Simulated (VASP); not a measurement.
Wanted: the native input for a VASP 6.6.1 run.

```
Task                   : single point
Functional             : PBE
Potentials or basis    : VASP PAW PBE potentials, release 64 (Sb)
Cutoff                 : 520 eV
k mesh                 : 18 × 18 × 18
Occupations            : gaussian, width 0.1 eV
Spin                   : no spin polarisation
Dipole correction      : no
Further INCAR settings : ALGO = Normal; EDIFF = 1e-06; NBANDS = 12
```

The structure of Sb lies in POSCAR:

```
Sb
1.0
    2.1319642068      1.2308901087      3.5627166436
   -2.1319642068      1.2308901087      3.5627166436
    0.0000000000     -2.4617802174      3.5627166436
Sb
2
Direct
    0.2397288027      0.2397288027      0.2397288027
    0.7602711973      0.7602711973      0.7602711973
```

One way to write it, as run:

INCAR

```
SYSTEM = Sb
PREC = Accurate ; ENCUT = 520
EDIFF = 1E-6 ; ISMEAR = 0
SIGMA = 0.1 ; LREAL = .FALSE.
LASPH = .TRUE. ; NELM = 100
ALGO = Normal ; ISIF = 2
LWAVE = .FALSE. ; LCHARG = .FALSE.
GGA = PE ; NBANDS = 12
```

KPOINTS

```
Automatic mesh
0
G
  18 18 18
  0 0 0
```

Potentials or basis: VASP PAW PBE potentials, release 64 (Sb).

The run is started by

```sh
$ cat potpaw_PBE.64/Sb/POTCAR > POTCAR
$ mpirun -np 1 vasp_std > vasp.out
```

It gave:

```yaml
Pressure: 6.0 GPa
Largest_force: 0.030 eV/Å
Band_gap_on_the_k_mesh: zero (bands 5 and 6 overlap by 0.55 eV)
```

Caveat: the cell stands under pressure; spin-orbit coupling is left out, which moves the levels of the heavy elements.

It took 6.2 min on 1 thread of Intel Xeon 8259CL (shared host), peak memory 0.44 GiB.
